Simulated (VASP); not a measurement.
Set up this calculation in VASP 6.6.1, as the native input.

| Property | Result |
| --- | --- |
| Task | single point |
| Functional | PBE |
| Potentials or basis | VASP PAW PBE potentials, release 64 (Dy_3, Br), 4f in core |
| Cutoff | 500 eV |
| k mesh | 10 × 10 × 10 |
| Occupations | gaussian, width 0.1 eV |
| Spin | no spin polarisation |
| Dipole correction | no |
| Further INCAR settings | ALGO = Normal; EDIFF = 1e-06; NBANDS = 25 |

The structure of Dy3Br lies in POSCAR:

```
Dy3Br
1.0
    4.8719612414      0.0000000000      0.0000000000
    0.0000000000      4.8719612414      0.0000000000
    0.0000000000      0.0000000000      4.8719612414
Dy Br
3 1
Direct
    0.5000000000      0.0000000000      0.5000000000
    0.0000000000      0.5000000000      0.5000000000
    0.5000000000      0.5000000000      0.0000000000
    0.0000000000      0.0000000000      0.0000000000
```

The cell was generated, and may not be a known phase.

The input as run:

INCAR

```
SYSTEM = Dy3Br
PREC = Accurate
ENCUT = 500
EDIFF = 1E-6
ISMEAR = 0
SIGMA = 0.1
LREAL = .FALSE.
LASPH = .TRUE.
NELM = 200
ALGO = Normal
ISIF = 2
LWAVE = .FALSE.
LCHARG = .FALSE.
GGA = PE
NBANDS = 25
GGA_COMPAT = .FALSE.
LMAXMIX = 6
```

KPOINTS

```
Automatic mesh
0
G
  10 10 10
  0 0 0
```

Potentials or basis: VASP PAW PBE potentials, release 64 (Dy_3, Br), 4f in core.

Run with:

```bash
$ cat potpaw_PBE.64/Dy_3/POTCAR potpaw_PBE.64/Br/POTCAR > POTCAR
$ mpirun -np 1 vasp_std > vasp.out
```

It gave:

```yaml
Pressure: 0.2 GPa
Band_gap_on_the_k_mesh: zero (bands 17 and 18 overlap by 1.34 eV)
```

Caveat: spin-orbit coupling is left out, which moves the levels of the heavy elements; the 4f electrons are frozen in the core, so they carry no moment and show no levels; the run has no spin polarisation, though such a crystal can be magnetic.

Wall time 78 s on 1 thread of AMD EPYC 9R45 96-Core Processor (Zen 5), on a shared host, peak memory 0.27 GiB.
